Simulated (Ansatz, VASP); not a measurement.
KCl: VASP beside Ansatz

File INCAR:

```
SYSTEM = KCl
ALGO = Normal ; EDIFF = 1E-8
ENCUT = 400 ; GGA = PE
GGA_COMPAT = .False. ; ISIF = 2
ISMEAR = -1 ; LASPH = .True.
LCHARG = .False. ; LEFG = .True.
LREAL = .False. ; LWAVE = .False.
NBANDS = 15 ; NELM = 120
PREC = Accurate ; SIGMA = 0.03
```

The input KPOINTS:

```
k-points
0
Gamma
  7 7 7
  0 0 0
```

File POSCAR:

```
KCl
1.0
    0.0000000000      3.1976323944      3.1976323944
    3.1976323944      0.0000000000      3.1976323944
    3.1976323944      3.1976323944      0.0000000000
K Cl
1 1
Direct
    0.0000000000      0.0000000000      0.0000000000
    0.5000000000      0.5000000000      0.5000000000
```

Input for Ansatz:

```yaml
crystal:
  lattice:
    - [0.0, 3.1976323944, 3.1976323944]
    - [3.1976323944, 0.0, 3.1976323944]
    - [3.1976323944, 3.1976323944, 0.0]
  atoms:
    - { symbol: K, position: [0.0, 0.0, 0.0] }
    - { symbol: Cl, position: [0.5, 0.5, 0.5] }
kpoints:
  mp_grid: { grid: [7, 7, 7] }
scf:
  occupations: { method: fermi_dirac, width: 0.03 }
hamiltonian:
  xc: pbe
  pseudopotentials: { kind: paw }
output:
  forces: true
  stress: true
  eigenvalues: true
  efg: { contact_densities: true }
```

Change from the starting cell: volume scaled by 1.04, PAW files.

Alike in both runs: task electric field gradients; functional PBE; k mesh 7 × 7 × 7; occupations fermi-dirac, width 0.03 eV; no spin polarisation.

|  | VASP | Ansatz |
| --- | --- | --- |
| version | VASP 6.6.1 | Ansatz 0.2.0 |
| potentials or method | VASP PAW PBE potentials, release 64 (K_sv, Cl) | PAW with Ansatz's default frozen-core files, scalar-relativistic |
| plane-wave cutoff (eV) | 400 | 420 |
| valence electrons in the cell | 16 | 16 |

Ansatz gave:

| Quantity | Value |
| --- | --- |
| gap on the k mesh at the Fermi level (eV) | 5.03 |
| pressure (GPa) | -0.1 |

Task: Which values does VASP return?

Result: gap on the k mesh at the Fermi level (eV): 5.02; pressure (GPa): -0.1.

With one functional, cell and mesh, what is left measures potentials, basis and numerics.
